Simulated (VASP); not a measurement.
In, 1 atom in the cell. It takes space group Fm-3m (No. 225, cubic). Conventional cell: a = 4.796 Å, b = 4.796 Å, c = 4.796 Å, α = 90.00°, β = 90.00°, γ = 90.00°. In (site symmetry m-3m) has 12 In at 3.39 Å within 4.5 Å.  This cell differs from its parent crystal: volume scaled by 1.08.

| Quantity | Value |
| --- | --- |
| Program | VASP 6.6.1 |
| Task | single point |
| Functional | PBEsol |
| Potentials or basis | VASP PAW PBE potentials, release 64 (In_d) |
| Cutoff | 520 eV |
| k mesh | 13 × 13 × 13 |
| Occupations | fermi-dirac, width 0.1 eV |
| Spin | no spin polarisation |
| Dipole correction | no |
| Further INCAR settings | ALGO = Normal; EDIFF = 1e-07; NBANDS = 12 |

Potentials or basis: VASP PAW PBE potentials, release 64 (In_d).

Run with:

```bash
$ cat potpaw_PBE.64/In_d/POTCAR > POTCAR
$ mpirun -np 1 vasp_std > vasp.out
```

Hardware: 1 thread of Intel(R) Xeon(R) 6975P-C (Granite Rapids), with other jobs on the host.

How long does it take, and how much memory?

Run time: 14 s on 1 thread of Intel(R) Xeon(R) 6975P-C (Granite Rapids), on a shared host, peak memory 0.17 GiB. Counts: scf iterations 11, k points 84.
